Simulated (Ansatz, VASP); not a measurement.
**Two plane-wave programs on Cd2Mo**

INCAR

```
PREC = Accurate ; ENCUT = 600
EDIFF = 1E-7 ; ISMEAR = 0
SIGMA = 0.1 ; LREAL = F
LASPH = T ; NELM = 60
ALGO = Normal ; ISIF = 3
LWAVE = F ; LCHARG = F
GGA = PE ; IBRION = 2
NSW = 90 ; EDIFFG = -0.04
```

The input KPOINTS:

```
regular mesh
0
Gamma
  6 6 6
```

POSCAR

```
Cd2Mo
1.0
    0.0000000000      3.1265817547      3.1265817547
    3.1265817547      0.0000000000      3.1265817547
    3.1265817547      3.1265817547      0.0000000000
Cd Mo
2 1
Direct
    0.2500000000      0.2500000000      0.2500000000
    0.7500000000      0.7500000000      0.7500000000
    0.0000000000      0.0000000000      0.0000000000
```

Input for Ansatz:

```yaml
crystal:
  lattice:
    - [0.0, 3.1265817547, 3.1265817547]
    - [3.1265817547, 0.0, 3.1265817547]
    - [3.1265817547, 3.1265817547, 0.0]
  atoms:
    - { symbol: Cd, position: [0.25, 0.25, 0.25] }
    - { symbol: Cd, position: [0.75, 0.75, 0.75] }
    - { symbol: Mo, position: [0.0, 0.0, 0.0] }
basis:
  ecutwfc: 420
kpoints:
  mp_grid: { grid: [6, 6, 6] }
hamiltonian:
  xc: pbe
scf:
  occupations: { method: gaussian, width: 0.1 }
  lower_state_search: "off"
output:
  forces: true
  stress: true
  eigenvalues: true
relax:
  adjacent_minimum: "off"
  f_tol: 0.04
  max_steps: 70
  cell: { stress_tol: 0.4 }
```

Alike in both runs: task relaxation of cell and atoms; functional PBE; k mesh 6 × 6 × 6; occupations gaussian, width 0.1 eV; no spin polarisation.

|  | VASP | Ansatz |
| --- | --- | --- |
| version | VASP 6.6.1 | Ansatz 0.2.0 |
| potentials or method | VASP PAW PBE potentials, release 64 (Cd, Mo_sv), cutoff 600 eV | scalar-relativistic, plane waves, PAW |
| valence electrons in the cell | 38 | 54 |

|  | VASP | Ansatz | Ansatz less VASP |
| --- | --- | --- | --- |
| gap on the k mesh at the Fermi level, each at its own relaxed structure (eV) | none | none | - |
| relaxed volume (Å³/atom) | 23.12 | 23.09 | -0.027 |
| relaxed cell length with the largest relative difference (Å) | 4.612 | 4.610 | -0.0018 |

A gap of «none» marks a metal or a gap that the smearing closes. VASP's potentials hold 38 valence electrons a cell and Ansatz's 54, so a difference there can come from the potentials and not from the codes.
